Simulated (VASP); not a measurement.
# CaPtCl6 (Fm-3m) in VASP: relaxation of cell and atoms with PBE

Aim: the relaxation of cell and atoms of CaPtCl6 with PBE.

Everything below comes from runs of VASP 6.6.1. Logs are shortened: lines on timing, memory, paths and dates and some standing lists are left out, and cuts for length are marked.

## (1) The cell of the first run

It takes space group Fm-3m (No. 225, cubic). Conventional cell: a = 10.158 Å, b = 10.158 Å, c = 10.158 Å, α = 90.00°, β = 90.00°, γ = 90.00°. Ca (site symmetry m-3m) has 6 Cl at 2.74 Å within 3.6 Å. Within 3.1 Å of Pt (site symmetry m-3m) lie 6 Cl at 2.34 Å. Cl (site symmetry 4mm) has 1 Pt at 2.34 Å and 1 Ca at 2.74 Å within 3.1 Å.

## (2) Relaxation of cell and atoms, PBE

The input, INCAR:

```
SYSTEM = CaPtCl6
PREC = Accurate ; ENCUT = 600
EDIFF = 1E-7 ; ISMEAR = 0
SIGMA = 0.02 ; LREAL = .FALSE.
LASPH = .TRUE. ; NELM = 60
ALGO = Normal ; ISIF = 3
LWAVE = .FALSE. ; LCHARG = .FALSE.
GGA = PE ; IBRION = 2
NSW = 100 ; EDIFFG = -0.01
```

The input, KPOINTS:

```
Automatic mesh
0
G
  6 6 6
  0 0 0
```

The input, POSCAR:

```
CaPtCl6
1.0
    0.0000000000      5.0790517221      5.0790517221
    5.0790517221      0.0000000000      5.0790517221
    5.0790517221      5.0790517221      0.0000000000
Ca Pt Cl
1 1 6
Direct
    0.5000000000      0.5000000000      0.5000000000
    0.0000000000      0.0000000000      0.0000000000
    0.7696729472      0.2303270528      0.2303270528
    0.2303270528      0.7696729472      0.7696729472
    0.2303270528      0.7696729472      0.2303270528
    0.7696729472      0.2303270528      0.7696729472
    0.2303270528      0.2303270528      0.7696729472
    0.7696729472      0.7696729472      0.2303270528
```

Potentials or basis: VASP PAW PBE potentials, release 64 (Ca_sv, Pt, Cl).

The run is started by

```
$ cat potpaw_PBE.64/Ca_sv/POTCAR potpaw_PBE.64/Pt/POTCAR potpaw_PBE.64/Cl/POTCAR > POTCAR
$ mpirun -np 1 vasp_std > vasp.out
```

OUTCAR:

```text
SYSTEM = CaPtCl6
   PREC = Accurate
   ENCUT = 600
   EDIFF = 1E-7
   ISMEAR = 0
   LREAL = .FALSE.
   LASPH = .TRUE.
   NELM = 60
   ISIF = 3
   GGA = PE
   IBRION = 2
   NSW = 100
   EDIFFG = -0.01

 ion  position               nearest neighbor table
   1  0.500  0.500  0.500-   3 2.74   4 2.74   5 2.74   6 2.74   7 2.74   8 2.74
   2  0.000  0.000  0.000-   3 2.34   4 2.34   5 2.34   6 2.34   7 2.34   8 2.34
   3  0.770  0.230  0.230-   2 2.34   1 2.74
   4  0.230  0.770  0.770-   2 2.34   1 2.74
   5  0.230  0.770  0.230-   2 2.34   1 2.74
   6  0.770  0.230  0.770-   2 2.34   1 2.74
   7  0.230  0.230  0.770-   2 2.34   1 2.74
   8  0.770  0.770  0.230-   2 2.34   1 2.74

  LATTYP: Found a face centered cubic cell.
 ALAT       =    10.1581034442

  Lattice vectors:

 A1 = (   0.0000000000,   5.0790517221,   5.0790517221)
 A2 = (   5.0790517221,   0.0000000000,   5.0790517221)
 A3 = (   5.0790517221,   5.0790517221,   0.0000000000)

Analysis of symmetry for initial positions (statically):
=====================================================================
 Subroutine PRICEL returns:
 Original cell was already a primitive cell.

 Routine SETGRP: Setting up the symmetry group for a
 face centered cubic supercell.

 Subroutine GETGRP returns: Found 48 space group operations
 (whereof 48 operations were pure point group operations)
 out of a pool of 48 trial point group operations.

The static configuration has the point symmetry O_h .

Analysis of symmetry for dynamics (positions and initial velocities):
=====================================================================
 Subroutine PRICEL returns:
 Original cell was already a primitive cell.

 Routine SETGRP: Setting up the symmetry group for a
 face centered cubic supercell.

 Subroutine GETGRP returns: Found 48 space group operations
 (whereof 48 operations were pure point group operations)
 out of a pool of 48 trial point group operations.

The dynamic configuration has the point symmetry O_h .

 Subroutine INISYM returns: Found 48 space group operations
 (whereof 48 operations are pure point group operations),
 and found     1 'primitive' translations

----------------------------------------------------------------------------------------

                                     Primitive cell

  volume of cell :     262.0462

  direct lattice vectors                    reciprocal lattice vectors
     0.000000000  5.079051722  5.079051722    -0.098443573  0.098443573  0.098443573
[... 79 lines left out ...]
 SYSTEM =  CaPtCl6
   PREC   = accura    normal or accurate (medium, high low for compatibility)
   ISTART =      0    job   : 0-new  1-cont  2-samecut
   ICHARG =      2    charge: 1-file 2-atom 10-const
   ISPIN  =      1    spin polarized calculation?
   LNONCOLLINEAR =      F non collinear calculations
   LSORBIT =      F    spin-orbit coupling
   LASPH  =      T    aspherical Exc in radial PAW
   ENCUT  =  600.0 eV  44.10 Ry    6.64 a.u.  14.35 14.35 14.35*2*pi/ulx,y,z
   NELM   =     60;   NELMIN=  2; NELMDL= -5     # of ELM steps
   EDIFF  = 0.1E-06   stopping-criterion for ELM
   LREAL  =      F    real-space projection
   EDIFFG = -.1E-01   stopping-criterion for IOM
   NSW    =    100    number of steps for IOM
   IBRION =      2    ionic relax: 0-MD 1-quasi-New 2-CG
   NFREE  =      1    steps in history (QN), initial steepest desc. (CG)
   ISIF   =      3    stress and relaxation
   ISYM   =      2    0-nonsym 1-usesym 2-fastsym
   POTIM  = 0.5000    time-step for ionic-motion
   TEBEG  =    0.0;   TEEND  =   0.0 temperature during run
   PSTRESS=    0.0 pullay stress
   NELECT =      62.0000    total number of electrons
   NUPDOWN=      -1.0000    fix difference up-down
   EMIN   =  10.00;   EMAX   =-10.00  energy-range for DOS
   EFERMI =   0.00;   METHOD = LEGACY
   ISMEAR =     0;   SIGMA  =   0.02  broadening in eV -4-tet -1-fermi 0-gaus
   EFERMI_NEDOS =   21; number of points for ismear=-14 and -15
   IALGO  =     38    algorithm
   IMIX   =      4    mixing-type and parameters
     AMIX     =   0.40;   BMIX     =  1.00
     AMIX_MAG =   1.60;   BMIX_MAG =  1.00
  volume/ion in A,a.u.               =      32.76       221.05
  Fermi-wavevector in a.u.,A,eV,Ry     =   1.012541  1.913426 13.949236  1.025240
  Thomas-Fermi vector in A             =   2.145657
   LORBIT       =      0    0 simple, 1 ext, 2 COOP (PROOUT), +10 PAW based schemes
   GGA     = PE    functional components
   LHFCALC =     F    Hartree Fock is set to
   AEXX    =    0.0000 exact exchange contribution
   IVDW    =     0    specifies the selected vdW correction
   LEPSILON=     F    determine dielectric tensor
   LRPA    =     F    only Hartree local field effects (RPA)
 conjugate gradient relaxation of ions
 non-spin polarized calculation
 Gauss-broadening in eV      SIGMA  =   0.02
  energy-cutoff  :      600.00
  volume of cell :      262.05
 maximum number of plane-waves:      8801
 NGX is ok and might be reduce to    60
   NGX = 29   NGY = 29   NGZ = 29

--------------------------------------- Ionic step        1  -------------------------------------------

 number of electron      62.0000001 magnetization

 Free energy of the ion-electron system (eV)
  ---------------------------------------------------
  ext. energy  EPLUGINS =         0.00000000
  ---------------------------------------------------
  free energy    TOTEN  =       -27.00644152 eV

  energy without entropy =      -27.00644152  energy(sigma->0) =      -27.00644152

------------------------ aborting loop because EDIFF is reached ----------------------------------------

  FORCE on cell =-STRESS in cart. coord.  units (eV):
  Direction    XX          YY          ZZ          XY          YZ          ZX
  --------------------------------------------------------------------------------------
  -------------------------------------------------------------------------------------
  Total       -0.1019934     -0.1019934     -0.1019934      0.0000000      0.0000000      0.0000000
  in kB       -0.6235979     -0.6235979     -0.6235979      0.0000000      0.0000000      0.0000000
  external PRESSURE =      -0.6235979 kB  Pullay stress =       0.0000000 kB
[... 113 lines left out ...]
--------------------------------------- Ionic step        4  -------------------------------------------

 number of electron      62.0000001 magnetization

 Free energy of the ion-electron system (eV)
  ---------------------------------------------------
  ext. energy  EPLUGINS =         0.00000000
  ---------------------------------------------------
  free energy    TOTEN  =       -27.00693753 eV

  energy without entropy =      -27.00693753  energy(sigma->0) =      -27.00693753

 E-fermi :  -1.0769     XC(G=0):  -7.1988

 val. band max:       -1.2649122895   @ k =   0.5000   0.5000   0.0000
 cond. band min:      -0.0917094816   @ k =   0.5000   0.5000   0.0000
 fundamental gap:      1.1732028080
 Fermi energy:        -1.0768526040

 k-point     1 :       0.0000    0.0000    0.0000
  band No.  band energies     occupation
      1     -41.1235      2.00000
      2     -22.1375      2.00000
      3     -22.1375      2.00000
      4     -22.1375      2.00000
      5     -15.5064      2.00000
      6     -14.7457      2.00000
[... 664 lines left out ...]
  FREE ENERGIE OF THE ION-ELECTRON SYSTEM (eV)
  ---------------------------------------------------
  free  energy   TOTEN  =       -27.0069375276 eV

  energy  without entropy=      -27.0069375276  energy(sigma->0) =      -27.00693753

 reached required accuracy - stopping structural energy minimisation
```

OSZICAR:

```text
N       E                     dE             d eps       ncg     rms          rms(c)
DAV:   1     0.556527407868E+03    0.55653E+03   -0.29635E+04  1184   0.161E+03
DAV:   2     0.236377091510E+02   -0.53289E+03   -0.51867E+03  1610   0.333E+02
DAV:   3    -0.292707409213E+02   -0.52908E+02   -0.52323E+02  1635   0.104E+02
DAV:   4    -0.310896397226E+02   -0.18189E+01   -0.18134E+01  1889   0.192E+01
[... 38 lines left out ...]
DAV:   4    -0.270069445839E+02    0.11804E-04   -0.52665E-05  1500   0.392E-02    0.210E-02
DAV:   5    -0.270069403429E+02    0.42410E-05   -0.65168E-06  2167   0.120E-02    0.605E-03
DAV:   6    -0.270069385462E+02    0.17967E-05   -0.10895E-06  1714   0.423E-03    0.285E-03
DAV:   7    -0.270069376093E+02    0.93692E-06   -0.12638E-07  1278   0.163E-03    0.729E-04
DAV:   8    -0.270069375276E+02    0.81642E-07   -0.14387E-08   672   0.773E-04
   4 F= -.27006938E+02 E0= -.27006938E+02  d E =-.103145E-03
```

CONTCAR:

```text
CaPtCl6
   1.00000000000000
    -0.0000000000000000    5.0785267023599872    5.0785267023599872
     5.0785267023599872    0.0000000000000000    5.0785267023599872
     5.0785267023599872    5.0785267023599872    0.0000000000000000
  Ca              Pt              Cl
     1     1     6
Direct
     0.5000000000000000    0.5000000000000000    0.5000000000000000
     1.0000000000000000    1.0000000000000000    0.0000000000000000
     0.7699477783437846    0.2300522216562154    0.2300522216562154
     0.2300522216562154    0.7699477783437846    0.7699477783437846
     0.2300522216562154    0.7699477783437846    0.2300522216562154
     0.7699477783437846    0.2300522216562154    0.7699477783437846
     0.2300522216562154    0.2300522216562154    0.7699477783437846
     0.7699477783437846    0.7699477783437846    0.2300522216562154

  0.00000000E+00  0.00000000E+00  0.00000000E+00
  0.00000000E+00  0.00000000E+00  0.00000000E+00
  0.00000000E+00  0.00000000E+00  0.00000000E+00
  0.00000000E+00  0.00000000E+00  0.00000000E+00
  0.00000000E+00  0.00000000E+00  0.00000000E+00
  0.00000000E+00  0.00000000E+00  0.00000000E+00
  0.00000000E+00  0.00000000E+00  0.00000000E+00
  0.00000000E+00  0.00000000E+00  0.00000000E+00
```

Wall time 16 min (1 thread of Intel Xeon Platinum 8488C (Sapphire Rapids), shared host); peak memory 0.65 GiB.

What came out:

```yaml
Free_energy: -27.0069 eV
Relaxed_volume: 32.75 Å³/atom
Relaxed_cell: a = 7.182 Å, b = 7.182 Å, c = 7.182 Å, α = 60.00°, β = 60.00°, γ = 60.00°
Space_group_after_relaxing_to_0.1_Å: Fm-3m (No. 225)
Energy_gained_by_relaxing: 0.1 meV/atom
Ionic_steps: 4
Pressure_after_relaxing: 0.0 GPa
Largest_force_after_relaxing: 0.004 eV/Å
Band_gap_on_the_k_mesh: 1.17 eV
```

Forces on the atoms (eV/Å):
```
Ca   0.000  0.000  0.000
Pt   0.000  0.000  0.000
Cl  -0.004  0.000  0.000
Cl   0.004  0.000  0.000
Cl   0.000 -0.004  0.000
Cl   0.000  0.004  0.000
Cl   0.000  0.000 -0.004
Cl   0.000  0.000  0.004
```

Step by step:
| step | energy change (eV) | largest force (eV/Å) | pressure (GPa) | volume (Å³) |
| --- | --- | --- | --- | --- |
| 1 | 0.0000 | 0.0528 | -0.06 | 262.05 |
| 2 | -0.0004 | 0.0030 | 0.08 | 261.56 |
| 3 | -0.0004 | 0.0092 | 0.05 | 261.67 |
| 4 | -0.0005 | 0.0044 | 0.03 | 261.96 |

Final structure:
```xyz
8
Lattice="0.0000 5.0785 5.0785 5.0785 0.0000 5.0785 5.0785 5.0785 0.0000" Properties=species:S:1:pos:R:3 pbc="T T T"
Ca    5.0785    5.0785    5.0785
Pt    5.0785    5.0785   10.1571
Cl    2.3367    5.0785    5.0785
Cl    7.8204    5.0785    5.0785
Cl    5.0785    2.3367    5.0785
Cl    5.0785    7.8204    5.0785
Cl    5.0785    5.0785    2.3367
Cl    5.0785    5.0785    7.8204
```

Levels at points of the mesh, in eV from the valence-band top:
| k point | band 28 | band 29 | band 30 | band 31 | band 32 | band 33 | band 34 | band 35 |
| --- | --- | --- | --- | --- | --- | --- | --- | --- |
| (0.00, 0.00, 0.00) | -0.63 | -0.07 | -0.07 | -0.07 | 1.58 | 1.58 | 4.98 | 5.41 |
| (0.50, 0.00, 0.00) | -0.36 | -0.28 | -0.23 | -0.23 | 1.95 | 1.95 | 5.27 | 5.40 |
| (0.50, 0.50, 0.00) | -0.65 | -0.07 | 0.00 | 0.00 | 1.17 | 1.58 | 4.97 | 5.43 |

Caveat: spin-orbit coupling is left out, which moves the levels of the heavy elements.
